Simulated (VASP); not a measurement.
Here is a VASP 6.6.1 calculation.

INCAR

```
ALGO = Normal
EDIFF = 1E-6
EDIFFG = -0.05
ENCUT = 600
GGA = PE
IBRION = 2
ISIF = 3
ISMEAR = 0
LASPH = T
LCHARG = F
LREAL = F
LWAVE = F
NELM = 100
NSW = 100
PREC = Accurate
SIGMA = 0.1
```

The input KPOINTS:

```
k-points
0
Gamma
  6 6 8
```

POSCAR

```
WC
1.0
    2.9005014360      0.0000000000      0.0000000000
   -1.4502507180      2.5119079273      0.0000000000
    0.0000000000      0.0000000000      2.8290000000
W C
1 1
Direct
    0.0000000000      0.0000000000      0.0000000000
    0.6666666667      0.3333333333      0.5000000000
```

Potentials or basis: VASP PAW PBE potentials, release 64 (W_sv, C).

Launch:

```sh
$ cat potpaw_PBE.64/W_sv/POTCAR potpaw_PBE.64/C/POTCAR > POTCAR
$ mpirun -np 1 vasp_std > vasp.out
```

(1) What does it give for the relaxed cell?

(2) Estimate the band gap on the k mesh.

(3) Estimate the space group after relaxing (to 0.05 Å).

Answers

(1) a = 2.923 Å, b = 2.923 Å, c = 2.851 Å, α = 90.00°, β = 90.00°, γ = 120.00°.

(2) zero (band 9 reaches 11.47 eV, above the bottom of band 10 at 10.28 eV).

(3) P-6m2 (No. 187).

Caveat: the k points lie up to 0.41 Å⁻¹ apart in the final cell; spin-orbit coupling is left out, which moves the levels of the heavy elements.
